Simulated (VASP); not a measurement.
TaC:

```
Ta C
1.0
     0.00000    2.25087    2.25087
     2.25087    0.00000    2.25087
     2.25087    2.25087    0.00000
Ta C
1 1
Direct
  0.00000 0.00000 0.00000
  0.50000 0.50000 0.50000
```

```yaml
Program: VASP 6.6.1
Task: relaxation of cell and atoms
Functional: PBEsol
Potentials_or_basis: VASP PAW PBE potentials, release 64 (Ta_pv, C)
Cutoff: 600 eV
k_mesh: 8 × 8 × 8
Occupations: gaussian, width 0.1 eV
Spin: no spin polarisation
```

At the start: pressure -12.5 GPa; volume 11.40 Å³/atom.

**Question.** Where does the relaxation end?

**Answer.** Over 3 steps the energy falls by 17.7 meV/atom and the volume is 10.98 Å³/atom (-3.7 %); space group Fm-3m (No. 225, to 0.05 Å).

Step by step:
```csv
step,energy change (eV),largest force (eV/Å),pressure (GPa),volume (Å³)
1,0.0000,0.0000,-12.46,22.81
2,0.1778,0.0000,38.43,20.00
3,-0.0353,0.0000,-0.45,21.96
```

Final structure:
```
Ta C
1.0
     0.00000    2.22256    2.22256
     2.22256    0.00000    2.22256
     2.22256    2.22256    0.00000
Ta C
1 1
Direct
  0.00000 0.00000 0.00000
  0.50000 0.50000 0.50000
```

Caveat: the PAW data sets were made with another functional, which shifts forces and pressure a little.
